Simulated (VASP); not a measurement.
Here is a VASP 6.6.1 calculation.

Contents of INCAR:

```
SYSTEM = GaSb2
ALGO = Normal
EDIFF = 1E-6
ENCUT = 520
GGA = PE
ISIF = 2
ISMEAR = 0
LASPH = .TRUE.
LCHARG = .TRUE.
LELF = .TRUE.
LREAL = .FALSE.
LVHAR = .TRUE.
LWAVE = .FALSE.
NBANDS = 32
NELM = 80
PREC = Accurate
SIGMA = 0.1
```

File KPOINTS:

```
k-points
0
G
  6 6 2
  0 0 0
```

POSCAR

```
GaSb2
1.0
    4.0705787311      0.0000000000      0.0000000000
   -2.0352893656      3.5252245893      0.0000000000
    0.0000000000      0.0000000000     11.2352264507
Ga Sb
2 4
Direct
    0.3333333333      0.6666666667      0.2500000000
    0.6666666667      0.3333333333      0.7500000000
    0.3333333333      0.6666666667      0.5918275410
    0.6666666667      0.3333333333      0.0918275410
    0.3333333333      0.6666666667      0.9081724590
    0.6666666667      0.3333333333      0.4081724590
```

Potentials or basis: VASP PAW PBE potentials, release 64 (Ga_d, Sb).

Run with:

```bash
$ cat potpaw_PBE.64/Ga_d/POTCAR potpaw_PBE.64/Sb/POTCAR > POTCAR
$ mpirun -np 1 vasp_std > vasp.out
```

**Question.** What does it give for the pressure?

**Answer.** 0.3 GPa.

**Question.** Estimate the band gap on the k mesh.

**Answer.** Zero (bands 23 and 24 overlap by 2.22 eV).

**Question.** What does it give for the largest force?

**Answer.** 0.050 eV/Å.

Forces in eV/Å, atoms in the order of the input:
```
Ga   0.000  0.000  0.000
Ga   0.000  0.000  0.000
Sb   0.000  0.000 -0.050
Sb   0.000  0.000 -0.050
Sb   0.000  0.000  0.050
Sb   0.000  0.000  0.050
```

Caveat: spin-orbit coupling is left out, which moves the levels of the heavy elements.
